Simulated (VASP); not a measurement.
Here is a VASP 6.6.1 calculation.

The input INCAR:

```
  PREC = Accurate
  ENCUT = 520
  EDIFF = 1E-6
  ISMEAR = 0
  SIGMA = 0.1
  LREAL = F
  LASPH = T
  NELM = 80
  ALGO = Normal
  ISIF = 2
  LWAVE = F
  LCHARG = T
  LDIPOL = T
  IDIPOL = 3
  DIPOL = 0.5 0.5 0.321
  GGA = CA
  LELF = T
  LVHAR = T
  LVACPOTAV = T
  NBANDS = 54
```

Contents of KPOINTS:

```
Automatic mesh
0
Gamma
  4 6 1
```

Contents of POSCAR:

```
Sc8H
1.0
    6.4591689165      0.0000000000      0.0000000000
    0.0000000000      4.9849552023      0.0000000000
    0.0000000000      0.0000000000     19.0264987477
Sc H
8 1
Direct
    0.0000000000      0.7500000000      0.2102331098
    0.5000000000      0.7500000000      0.2102331098
    0.2500000000      0.2500000000      0.2592332301
    0.7500000000      0.2500000000      0.2592332301
    0.2500000000      0.7500000000      0.3431453096
    0.7500000000      0.7500000000      0.3431453096
    0.0000000000      0.2500000000      0.3955798094
    0.5000000000      0.2500000000      0.3955798094
    0.1875000000      0.2500000000      0.4702061565
```

Potentials or basis: VASP PAW LDA potentials, release 64 (Sc_sv, H).

Command:

```bash
$ cat potpaw_LDA.64/Sc_sv/POTCAR potpaw_LDA.64/H/POTCAR > POTCAR
$ mpirun -np 1 vasp_std > vasp.out
```

(1) Estimate the largest force.

(2) Predict the band gap on the k mesh.

## Answers

(1) 1.154 eV/Å.

(2) zero (an odd number of electrons rules out a gap without spin polarisation).
